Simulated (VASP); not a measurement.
**LiFeN: single point with PBE**

The system is LiFeN.

```xyz
3
Lattice="3.1006 0.0000 0.0000 -1.5503 2.6852 0.0000 0.0000 0.0000 4.1453" Properties=species:S:1:pos:R:3 pbc="T T T"
Fe    0.0000    1.7901    2.0727
N     0.0000    0.0000    2.0727
Li    0.0000    0.0000    0.0000
```

```json
{"Program": "VASP 6.6.1", "Task": "single point", "Functional": "PBE", "Potentials or basis": "VASP PAW PBE potentials, release 64 (Fe, N, Li_sv)", "Cutoff": "520 eV", "k mesh": "10 × 10 × 7", "Occupations": "fermi-dirac, width 0.05 eV", "Spin": "collinear spin, ferromagnetic start", "Starting moments": "[0.55, 0.0, 0.0] μB", "Dipole correction": "no", "Further INCAR settings": "ALGO = Normal; EDIFF = 1e-06; NBANDS = 19"}
```

| Item | Value |
| --- | --- |
| Band gap on the k mesh | zero (filled and empty bands overlap) |
| Net moment | 0.02 μB per cell |
| Site moments | Fe +0.03; N -0.00; Li -0.00 μB |
| Valence electrons inside the program's atomic spheres | Fe 7.68; N 3.72; Li 2.09 |

Levels at points of the mesh, in eV from the Fermi level:
Spin up:
| k point | band 4 | band 5 | band 6 | band 7 | band 8 | band 9 | band 10 | band 11 | band 12 | band 13 |
| --- | --- | --- | --- | --- | --- | --- | --- | --- | --- | --- |
| (0.00, 0.00, 0.00) | -6.27 | -4.89 | -2.68 | -0.80 | -0.80 | 2.25 | 3.73 | 3.73 | 8.21 | 9.33 |
| (0.50, 0.00, 0.00) | -5.17 | -4.51 | -1.75 | -1.12 | -1.01 | 0.27 | 0.73 | 4.25 | 6.04 | 7.47 |
Spin down:
| k point | band 6 | band 7 | band 8 | band 9 | band 10 | band 11 |
| --- | --- | --- | --- | --- | --- | --- |
| (0.00, 0.00, 0.00) | -2.67 | -0.77 | -0.77 | 2.26 | 3.75 | 3.75 |
| (0.50, 0.00, 0.00) | -1.74 | -1.10 | -0.99 | 0.30 | 0.74 | 4.25 |

Run time: 2.3 min on 1 thread of Intel Xeon 8259CL, with other jobs on the host, peak memory 0.2 GiB.

 With open d or f shells a metallic result of PBE can be an artefact of self-interaction; +U or a hybrid may open a gap.
